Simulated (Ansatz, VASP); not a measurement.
Two plane-wave programs on HfC

```xyz
4
Lattice="3.7926 0.0095 -0.0393 -1.8881 3.3723 -0.0001 -0.0474 -0.0275 4.6734" Properties=species:S:1:pos:R:3 pbc="T T T"
Hf    1.8459    1.0502    0.2515
Hf   -0.0401    2.3127    2.5872
C     1.8340    1.1699    2.6041
C     0.1100    2.1964    0.3220
```

Change from the starting cell: all atoms moved at random (sigma 0.06 Å), cell strained at random (1 %).

Alike in both runs: task single point; functional PBE; k mesh 12 × 12 × 6; occupations gaussian, width 0.05 eV; no spin polarisation.

|  | VASP | Ansatz |
| --- | --- | --- |
| version | VASP 6.6.1 | Ansatz 0.2.0 |
| potentials or method | VASP PAW PBE potentials, release 64 (Hf_pv, C), cutoff 520 eV | scalar-relativistic, plane waves, PAW |
| valence electrons in the cell | 28 | 60 |

Ansatz gave:

```
gap on the k mesh at the Fermi level (eV)                     : none
pressure (GPa)                                                : 0.3
traceless stress, the component that is largest in VASP (GPa) : -5.14
rms of the force components (eV/Å)                            : 0.900
```

Problem. Which values does VASP return?

Solution. gap on the k mesh at the Fermi level (eV): none; pressure (GPa): -0.2; traceless stress, the component that is largest in VASP (GPa): -5.15; rms of the force components (eV/Å): 0.904.

Atom by atom the forces differ by 0.006 eV/Å (rms over components). A gap of «none» marks a metal or a gap that the smearing closes. VASP's potentials hold 28 valence electrons a cell and Ansatz's 60, so a difference there can come from the potentials and not from the codes.

Neither program's run includes spin-orbit coupling.
